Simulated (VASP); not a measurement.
Ga, 1 atom in the cell. It takes space group Fm-3m (No. 225, cubic). Conventional cell: a = 4.153 Å, b = 4.153 Å, c = 4.153 Å, α = 90.00°, β = 90.00°, γ = 90.00°. Within 3.9 Å of Ga (site symmetry m-3m) lie 12 Ga at 2.94 Å. 

```yaml
Program: VASP 6.6.1
Task: single point
Functional: r2SCAN
Potentials_or_basis: VASP PAW PBE potentials, release 64 (Ga_d)
Cutoff: 520 eV
k_mesh: 18 × 18 × 18
Occupations: gaussian, width 0.05 eV
Spin: no spin polarisation
Dipole_correction: no
Further_INCAR_settings: ALGO = Normal; EDIFF = 1e-06; NBANDS = 12
```

Potentials or basis: VASP PAW PBE potentials, release 64 (Ga_d).

The run is started by

```console
$ cat potpaw_PBE.64/Ga_d/POTCAR > POTCAR
$ cp INCAR.step1 INCAR
$ mpirun -np 1 vasp_std > vasp.out
$ cp INCAR.step2 INCAR
$ mpirun -np 1 vasp_std > vasp.out
```

Hardware: 1 thread of Intel(R) Xeon(R) 6975P-C (Granite Rapids) (shared host).

Task: How long does it take, and how much memory?

Result: It took 48 s on 1 thread of Intel(R) Xeon(R) 6975P-C (Granite Rapids), on a shared host, peak memory 0.17 GiB. Counts: k points 195.
